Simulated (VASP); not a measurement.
Input of a VASP 6.6.1 run:

File INCAR:

```
SYSTEM = ZrIn2Te2
PREC = Accurate ; ENCUT = 520
EDIFF = 1E-6 ; ISMEAR = 0
SIGMA = 0.2 ; LREAL = .False.
LASPH = .True. ; NELM = 60
ALGO = Normal ; ISIF = 2
LWAVE = .False. ; LCHARG = .False.
GGA = PE ; NBANDS = 33
```

Contents of KPOINTS:

```
Automatic mesh
0
Gamma
  4 4 2
  0 0 0
```

The input POSCAR:

```
ZrIn2Te2
1.0
    5.0444851568      0.0000000030      0.0000000000
   -2.5222425810      4.3686522933      0.0000000000
    0.0000000000      0.0000000000     11.7328996135
Zr In Te
1 2 2
Direct
    0.6666666667      0.3333333333      0.0000000000
    0.6666666667      0.3333333333      0.7529887225
    0.6666666667      0.3333333333      0.2470112775
    0.6666666667      0.3333333333      0.5000000000
    0.0000000000      0.0000000000      0.5000000000
```

Potentials or basis: VASP PAW PBE potentials, release 64 (Zr_sv, In_d, Te).

Launch:

```console
$ cat potpaw_PBE.64/Zr_sv/POTCAR potpaw_PBE.64/In_d/POTCAR potpaw_PBE.64/Te/POTCAR > POTCAR
$ mpirun -np 1 vasp_std > vasp.out
```

(1) What does it give for the band gap on the k mesh?

(2) What does it give for the largest force?

(3) What does it give for the pressure?

Answers

(1) zero (band 25 reaches 2.51 eV, above the bottom of band 26 at 2.24 eV).

(2) 0.033 eV/Å.

(3) 0.0 GPa.

Caveat: spin-orbit coupling is left out, which moves the levels of the heavy elements.
